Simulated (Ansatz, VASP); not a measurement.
## Ba: VASP beside Ansatz

```
CELL_PARAMETERS angstrom
4.05662 0.00000 0.00000
-2.02831 3.51313 0.00000
0.00000 0.00000 6.57612
ATOMIC_POSITIONS crystal
Ba 0.33333 0.66667 0.25000
Ba 0.66667 0.33333 0.75000
```

Alike in both runs: task single point; functional LDA; k mesh 10 × 10 × 5; occupations fermi-dirac, width 0.1 eV; no spin polarisation.

|  | VASP | Ansatz |
| --- | --- | --- |
| version | VASP 6.6.1 | Ansatz 0.2.0 |
| potentials or method | VASP PAW LDA potentials, release 64 (Ba_sv), cutoff 500 eV | plane waves (420 eV) with PAW, scalar-relativistic |
| valence electrons in the cell | 20 | 20 |

```tsv
	VASP	Ansatz	Ansatz less VASP
pressure (GPa)	1.6	1.3	-0.21
traceless stress, the component that is largest in VASP (GPa)	-0.29	-0.28	+0.007
```

Ansatz warns that its potentials were made for another functional, while VASP's fit it. LDA's correlation is that of Perdew and Zunger in VASP and of Perdew and Wang (1992) in Ansatz.

Spin-orbit coupling is off throughout.
